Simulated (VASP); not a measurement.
AlCd: single point with PBE

The system is AlCd, a sheet with vacuum.

```
CELL_PARAMETERS angstrom
4.75309 0.00000 0.00000
-2.37655 4.11630 0.00000
0.00000 0.00000 29.56969
ATOMIC_POSITIONS crystal
Al 0.00000 0.00000 0.22012
Al 0.00000 0.00000 0.32098
Cd 0.33333 0.66667 0.27055
Cd 0.66667 0.33333 0.27055
```

```json
{
  "Program": "VASP 6.6.1",
  "Task": "single point",
  "Functional": "PBE",
  "Potentials or basis": "VASP PAW PBE potentials, release 64 (Al, Cd)",
  "Cutoff": "520 eV",
  "k mesh": "12 × 12 × 1",
  "Occupations": "gaussian, width 0.1 eV",
  "Spin": "no spin polarisation",
  "Dipole correction": "yes",
  "Further INCAR settings": "ALGO = Normal; EDIFF = 1e-07; NBANDS = 23"
}
```

* Largest force: 0.006 eV/Å
* Band gap on the k mesh: zero (band 15 reaches -1.88 eV, above the bottom of band 16 at -3.46 eV)
* Work function of the upper face: 4.37 eV
* Work function of the lower face: 4.37 eV

Forces on the atoms (eV/Å):
```
Al   0.000  0.000 -0.006
Al   0.000  0.000  0.006
Cd   0.000  0.000  0.000
Cd   0.000  0.000  0.000
```

Levels at points of the mesh, in eV from the Fermi level:
```csv
k point,band 12,band 13,band 14,band 15,band 16,band 17,band 18,band 19
"(0.00, 0.00, 0.00)",-4.31,-0.81,0.81,1.19,1.19,1.88,1.88,2.17
"(0.50, 0.00, 0.00)",-5.07,-2.74,-1.41,-0.77,-0.39,0.70,2.69,3.33
```

Wall time 5.5 min on 1 thread of Intel(R) Xeon(R) Platinum 8259CL CPU @ 2.50GHz (Skylake/Cascade Lake), with other jobs on the host, peak memory 0.72 GiB.
